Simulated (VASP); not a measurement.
# As in VASP: further runs, part 2 of 2

VASP 6.6.1.

### 4 Single point, LDA

INCAR reads:

```
SYSTEM = As
ALGO = Normal
DIPOL = 0.5 0.5 0.500
EDIFF = 1E-6
ENCUT = 520
IDIPOL = 3
ISIF = 2
ISMEAR = 0
LASPH = .True.
LCHARG = .False.
LDIPOL = .True.
LREAL = .False.
LWAVE = .False.
NBANDS = 12
NELM = 60
PREC = Accurate
SIGMA = 0.02
```

KPOINTS reads:

```
k-points
0
Gamma
  9 9 1
  0 0 0
```

POSCAR reads:

```
As
1.0
    3.6330000000      0.0000000000      0.0000000000
   -1.8165000000      3.1462702920      0.0000000000
    0.0000000000      0.0000000000     28.0000000000
As
2
Direct
    0.3333333333      0.6666666667      0.5317142857
    0.6666666667      0.3333333333      0.4682857143
```

Potentials or basis: VASP PAW LDA potentials, release 64 (As).

Launch:

```bash
$ cat potpaw_LDA.64/As/POTCAR > POTCAR
$ mpirun -np 1 vasp_std > vasp.out
```

OUTCAR:

```text
SYSTEM = As
   EDIFF = 1E-6
   ENCUT = 520
   ISIF = 2
   ISMEAR = 0
   LASPH = .True.
   LREAL = .False.
   NELM = 60
   PREC = Accurate

 ion  position               nearest neighbor table
   1  0.333  0.667  0.532-   2 2.75   2 2.75   2 2.75
   2  0.667  0.333  0.468-   1 2.75   1 2.75   1 2.75

  LATTYP: Found a hexagonal cell.
 ALAT       =     3.6330000000
 C/A-ratio  =     7.7071290944

  Lattice vectors:

 A1 = (   3.6330000000,   0.0000000000,   0.0000000000)
[... 359 lines left out ...]

  FORCE on cell =-STRESS in cart. coord.  units (eV):
  Direction    XX          YY          ZZ          XY          YZ          ZX
  --------------------------------------------------------------------------------------
  -------------------------------------------------------------------------------------
  Total       -2.7553612     -2.7553612     -6.4507224      0.0000000      0.0000000      0.0000000
  in kB      -13.7933471    -13.7933471    -32.2923372      0.0000000      0.0000000      0.0000000
  external PRESSURE =     -19.9596771 kB  Pullay stress =       0.0000000 kB

 VOLUME and BASIS-vectors are now :
 -----------------------------------------------------------------------------
  energy-cutoff  :      520.00
  volume of cell :      320.05
      direct lattice vectors                 reciprocal lattice vectors
     3.633000000  0.000000000  0.000000000     0.275254611  0.158918323  0.000000000
    -1.816500000  3.146270292  0.000000000     0.000000000  0.317836647  0.000000000
     0.000000000  0.000000000 28.000000000     0.000000000  0.000000000  0.035714286

 POSITION                                       TOTAL-FORCE (eV/Angst)
 -----------------------------------------------------------------------------------
     -0.00000      2.09751     14.88800         0.000000     -0.000000     -3.631589
      1.81650      1.04876     13.11200        -0.000000      0.000000      3.631589
 -----------------------------------------------------------------------------------
    total drift:                               -0.000000      0.000000     -0.000000

  FREE ENERGIE OF THE ION-ELECTRON SYSTEM (eV)
  ---------------------------------------------------
  free  energy   TOTEN  =        -9.4976395235 eV

  energy  without entropy=       -9.4976324928  energy(sigma->0) =       -9.49763601

 vacuum level on the upper side and lower side of the slab         1.280         1.280
```

OSZICAR:

```text
N       E                     dE             d eps       ncg     rms          rms(c)
DAV:   1     0.601866136844E+02    0.60187E+02   -0.26604E+03   288   0.521E+02
DAV:   2    -0.269081675807E+01   -0.62877E+02   -0.53673E+02   476   0.846E+01
DAV:   3    -0.940778318813E+01   -0.67170E+01   -0.66693E+01   384   0.368E+01
[... 13 lines left out ...]
DAV:  17    -0.949762558604E+01   -0.93509E-05   -0.24192E-07   324   0.172E-03    0.184E-03
DAV:  18    -0.949763566353E+01   -0.10077E-04   -0.73182E-07   320   0.288E-03    0.110E-03
DAV:  19    -0.949763691325E+01   -0.12497E-05   -0.29368E-08   308   0.801E-04    0.604E-04
DAV:  20    -0.949763930227E+01   -0.23890E-05   -0.65277E-08   320   0.761E-04    0.183E-04
DAV:  21    -0.949763952348E+01   -0.22121E-06   -0.13057E-09   296   0.196E-04
   1 F= -.94976395E+01 E0= -.94976360E+01  d E =-.703072E-05
```

It took 81 s on 1 thread of Intel Xeon Platinum 8375C at 2.90GHz (Ice Lake), shared host; peak memory 0.31 GiB.

Results:

| Quantity | Value |
| --- | --- |
| Free energy | -9.4976 eV |
| Largest force | 3.632 eV/Å |
| Band gap on the k mesh | zero (band 5 reaches -2.77 eV, above the bottom of band 6 at -2.90 eV) |

Forces in eV/Å, atoms in the order of the input:
```
As   0.000  0.000 -3.632
As   0.000  0.000  3.632
```

Levels at points of the mesh, in eV from the Fermi level:
```csv
k point,band 2,band 3,band 4,band 5,band 6,band 7,band 8,band 9
"(0.00, 0.00, 0.00)",-9.22,-2.44,0.09,0.09,1.09,2.34,2.34,3.83
```

### 5 Single point, LDA

INCAR reads:

```
SYSTEM = As
PREC = Accurate ; ENCUT = 520
EDIFF = 1E-6 ; ISMEAR = 0
SIGMA = 0.02 ; LREAL = .FALSE.
LASPH = .TRUE. ; NELM = 80
ALGO = Normal ; ISIF = 2
LWAVE = .FALSE. ; LCHARG = .TRUE.
LDIPOL = .TRUE. ; IDIPOL = 3
DIPOL = 0.5 0.5 0.500 ; LELF = .TRUE.
LVHAR = .TRUE. ; LVACPOTAV = .TRUE.
NBANDS = 12
```

KPOINTS reads:

```
regular mesh
0
G
  9 9 1
  0 0 0
```

POSCAR reads:

```
As
1.0
    3.6330000000      0.0000000000      0.0000000000
   -1.8165000000      3.1462702920      0.0000000000
    0.0000000000      0.0000000000     28.0000000000
As
2
Direct
    0.3333333333      0.6666666667      0.5052857143
    0.6666666667      0.3333333333      0.4947142857
```

Launch:

```bash
$ cat potpaw_LDA.64/As/POTCAR > POTCAR
$ mpirun -np 1 vasp_std > vasp.out
```

It took 1.9 min on 1 thread of Intel Xeon Platinum 8375C at 2.90GHz (Ice Lake), shared host; peak memory 0.31 GiB.

The run converged. Its results:

```yaml
Free_energy: -6.8927 eV
Largest_force: 2.569 eV/Å
Band_gap_on_the_k_mesh: zero (band 5 reaches -2.88 eV, above the bottom of band 6 at -3.77 eV)
```

Forces on the atoms (eV/Å):
```
As   0.000  0.000  2.569
As   0.000  0.000 -2.569
```

Levels at points of the mesh, in eV from the Fermi level:
| k point | band 2 | band 3 | band 4 | band 5 | band 6 | band 7 | band 8 | band 9 |
| --- | --- | --- | --- | --- | --- | --- | --- | --- |
| (0.00, 0.00, 0.00) | -5.89 | -4.46 | -4.46 | -2.26 | 1.54 | 1.54 | 2.00 | 4.01 |

### 6 Single point, LDA

INCAR reads:

```
SYSTEM = As
ALGO = Normal
DIPOL = 0.5 0.5 0.500
EDIFF = 1E-7
ENCUT = 520
GGA = CA
IDIPOL = 3
ISIF = 2
ISMEAR = 0
LASPH = .TRUE.
LCHARG = .TRUE.
LDIPOL = .TRUE.
LELF = .TRUE.
LREAL = .FALSE.
LVACPOTAV = .TRUE.
LVHAR = .TRUE.
LWAVE = .FALSE.
NBANDS = 12
NELM = 60
PREC = Accurate
SIGMA = 0.02
```

KPOINTS reads:

```
k-points
0
G
  9 9 1
  0 0 0
```

POSCAR reads:

```
As
1.0
    3.6330000000      0.0000000000      0.0000000000
   -1.8165000000      3.1462702920      0.0000000000
    0.0000000000      0.0000000000     28.0000000000
As
2
Direct
    0.3333333333      0.6666666667      0.5158571429
    0.6666666667      0.3333333333      0.4841428571
```

Potentials or basis: VASP PAW LDA potentials, release 64 (As).

Launch:

```bash
$ cat potpaw_LDA.64/As/POTCAR > POTCAR
$ mpirun -np 1 vasp_std > vasp.out
```

OUTCAR:

```text
SYSTEM = As
   EDIFF = 1E-7
   ENCUT = 520
   GGA = CA
   ISIF = 2
   ISMEAR = 0
   LASPH = .TRUE.
   LREAL = .FALSE.
   NELM = 60
   PREC = Accurate

 ion  position               nearest neighbor table
   1  0.333  0.667  0.516-   2 2.28   2 2.28   2 2.28
   2  0.667  0.333  0.484-   1 2.28   1 2.28   1 2.28

  LATTYP: Found a hexagonal cell.
 ALAT       =     3.6330000000
 C/A-ratio  =     7.7071290944

  Lattice vectors:

 A1 = (   3.6330000000,   0.0000000000,   0.0000000000)
 A2 = (  -1.8165000000,   3.1462702920,   0.0000000000)
 A3 = (   0.0000000000,   0.0000000000,  28.0000000000)

Analysis of symmetry for initial positions (statically):
=====================================================================
 Subroutine PRICEL returns:
 Original cell was already a primitive cell.

 Routine SETGRP: Setting up the symmetry group for a
 hexagonal supercell.

 Subroutine GETGRP returns: Found 12 space group operations
 (whereof 12 operations were pure point group operations)
 out of a pool of 24 trial point group operations.

The static configuration has the point symmetry D_3d.

[... 169 lines left out ...]
      9       0.8327      0.00000
     10       1.2117      0.00000
     11       1.5376      0.00000
     12       1.7672      0.00000
[... 151 lines left out ...]
 k-point    12 :       0.3333    0.3333    0.0000
  band No.  band energies     occupation
      1     -15.6739      2.00000
      2     -15.6739      2.00000
      3     -10.4127      2.00000
      4      -5.8894      2.00000
      5      -5.8894      2.00000
      6      -0.9662      0.00000
      7       1.5872      0.00000
      8       1.5872      0.00000
      9       2.9996      0.00000
     10       3.2608      0.00000
     11       3.2608      0.00000
     12       4.9618      0.00000

------------------------ aborting loop because EDIFF is reached ----------------------------------------

 vacuum level on the upper side and lower side of the slab       (xc-potential included)        -0.104        -0.104

  FORCE on cell =-STRESS in cart. coord.  units (eV):
  Direction    XX          YY          ZZ          XY          YZ          ZX
  --------------------------------------------------------------------------------------
  -------------------------------------------------------------------------------------
  Total        4.9729794      4.9729794      3.8420144      0.0000000      0.0000000      0.0000000
  in kB       24.8947507     24.8947507     19.2331363      0.0000000      0.0000000      0.0000000
  external PRESSURE =      23.0075459 kB  Pullay stress =       0.0000000 kB

 VOLUME and BASIS-vectors are now :
 -----------------------------------------------------------------------------
  energy-cutoff  :      520.00
  volume of cell :      320.05
      direct lattice vectors                 reciprocal lattice vectors
     3.633000000  0.000000000  0.000000000     0.275254611  0.158918323  0.000000000
    -1.816500000  3.146270292  0.000000000     0.000000000  0.317836647  0.000000000
     0.000000000  0.000000000 28.000000000     0.000000000  0.000000000  0.035714286

 POSITION                                       TOTAL-FORCE (eV/Angst)
 -----------------------------------------------------------------------------------
     -0.00000      2.09751     14.44400        -0.000000      0.000000      4.328602
      1.81650      1.04876     13.55600         0.000000      0.000000     -4.328602
 -----------------------------------------------------------------------------------
    total drift:                               -0.000000      0.000000      0.000000

  FREE ENERGIE OF THE ION-ELECTRON SYSTEM (eV)
  ---------------------------------------------------
  free  energy   TOTEN  =        -9.0968975698 eV

  energy  without entropy=       -9.0951316738  energy(sigma->0) =       -9.09601462

 vacuum level on the upper side and lower side of the slab         1.382         1.382
```

stdout:

```text
POSCAR found type information on POSCAR As
 POSCAR found :  1 types and       2 ions
 scaLAPACK will be used
 LDA part: xc-table for (Slater(with rela. corr.)+CA(PZ))
 , standard interpolation
 POSCAR, INCAR and KPOINTS ok, starting setup
 FFT: planning ... GRIDC
 FFT: planning ... GRID_SOFT
 FFT: planning ... GRID
 WAVECAR not read
 entering main loop
```

Run time: 2.6 min. Hardware: 1 thread of Intel Xeon Platinum 8375C at 2.90GHz (Ice Lake), shared host; peak memory 0.32 GiB.

What came out:

```
Free energy                     : -9.0969 eV
Largest force                   : 4.329 eV/Å
Band gap on the k mesh          : zero (band 5 reaches -3.30 eV, above the bottom of band 6 at -3.60 eV)
Work function of the upper face : 4.69 eV
Work function of the lower face : 4.69 eV
```

Forces on the atoms (eV/Å):
```
As   0.000  0.000  4.329
As   0.000  0.000 -4.329
```

Levels at points of the mesh, in eV from the Fermi level:
| k point | band 2 | band 3 | band 4 | band 5 | band 6 | band 7 | band 8 | band 9 |
| --- | --- | --- | --- | --- | --- | --- | --- | --- |
| (0.00, 0.00, 0.00) | -6.90 | -3.07 | -3.07 | -1.08 | 0.00 | 1.86 | 1.86 | 4.14 |
